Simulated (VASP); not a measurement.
A run of VASP 6.6.1:

The input INCAR:

```
AGGAC = 1.0
AGGAX = 1.0
ALDAC = 0.0
ALDAX = 1.0
ALGO = Normal
EDIFF = 1E-6
EDIFFG = -0.01
ENCUT = 600
GGA = B5
IBRION = 2
ISIF = 3
ISMEAR = -1
IVDW = 12
LASPH = T
LCHARG = F
LREAL = F
LWAVE = F
NELM = 100
NSW = 60
PREC = Accurate
SIGMA = 0.05
VDW_A1 = 0.4298
VDW_A2 = 4.2359
VDW_S6 = 1.0
VDW_S8 = 2.6996
```

Contents of KPOINTS:

```
k-points
0
Gamma
  8 8 4
```

The input POSCAR:

```
Si
1.0
    3.8313174605      0.0000000000      0.0000000000
   -1.9156587303      3.3180182508      0.0000000000
    0.0000000000      0.0000000000      6.3326220002
Si
4
Direct
    0.6666666667      0.3333333333      0.9369905000
    0.3333333333      0.6666666667      0.4369905000
    0.6666666667      0.3333333333      0.5630095000
    0.3333333333      0.6666666667      0.0630095000
```

Potentials or basis: VASP PAW PBE potentials, release 64 (Si).

Launch:

```sh
$ cat potpaw_PBE.64/Si/POTCAR > POTCAR
$ mpirun -np 1 vasp_std > vasp.out
```

Hardware: 1 thread of Intel(R) Xeon(R) 6975P-C (Granite Rapids), with other jobs on the host.

Problem. How long does it take, and how much memory?

Solution. It took 100 s on 1 thread of Intel(R) Xeon(R) 6975P-C (Granite Rapids), with other jobs on the host, peak memory 0.22 GiB. Counts: scf iterations 26, k points 30, ion steps 5.
